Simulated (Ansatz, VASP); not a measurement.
**Al in VASP and in Ansatz**

```
Al
1.0
     4.55421    0.00000    0.00000
    -2.27711    3.94406    0.00000
     0.00000    0.00000    2.81278
Al
3
Direct
  0.00000 0.00000 0.00000
  0.33333 0.66667 0.50000
  0.66667 0.33333 0.50000
```

Alike in both runs: task single point; functional PBEsol; k mesh 9 × 9 × 13; occupations fermi-dirac, width 0.1 eV; no spin polarisation.

|  | VASP | Ansatz |
| --- | --- | --- |
| version | VASP 6.6.1 | Ansatz 0.2.0 |
| potentials or method | VASP PAW PBE potentials, release 64 (Al), cutoff 520 eV | plane waves (420 eV) with PAW, scalar-relativistic |
| valence electrons in the cell | 9 | 9 |

```csv
,VASP,Ansatz,Ansatz less VASP
pressure (GPa),0.0,-0.1,-0.06
"traceless stress, the component that is largest in VASP (GPa)",-1.89,-1.88,+0.002
```

VASP's potentials were made for PBE, not for PBEsol, and Ansatz warns of the same on its side.
